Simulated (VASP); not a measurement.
A run of VASP 6.6.1:

Contents of INCAR:

```
SYSTEM = Cr
PREC = Accurate ; ENCUT = 520
EDIFF = 1E-6 ; ISMEAR = -1
SIGMA = 0.08 ; LREAL = .FALSE.
LASPH = .TRUE. ; NELM = 150
ALGO = Normal ; ISIF = 2
LWAVE = .FALSE. ; LCHARG = .TRUE.
ISPIN = 2 ; MAGMOM = 2
LORBIT = 11 ; LMAXMIX = 4
GGA = PE ; LELF = .TRUE.
LVHAR = .TRUE. ; NBANDS = 16
```

File KPOINTS:

```
regular mesh
0
G
  16 16 16
  0 0 0
```

The input POSCAR:

```
Cr
1.0
    2.3375119196      0.0000000000      0.0000000000
    0.0000000000      2.3375119196      0.0000000000
    0.0000000000      0.0000000000      2.3375119196
Cr
1
Direct
    0.0000000000      0.0000000000      0.0000000000
```

Potentials or basis: VASP PAW PBE potentials, release 64 (Cr_pv).

Run with:

```console
$ cat potpaw_PBE.64/Cr_pv/POTCAR > POTCAR
$ mpirun -np 1 vasp_std > vasp.out
```

Hardware: 1 thread of Intel(R) Xeon(R) 6975P-C (Granite Rapids) (shared host).

Task: Estimate the wall time of this run.

Result: It took 22 s on 1 thread of Intel(R) Xeon(R) 6975P-C (Granite Rapids) (shared host), peak memory 0.16 GiB. Counts: scf iterations 12, k points 165.
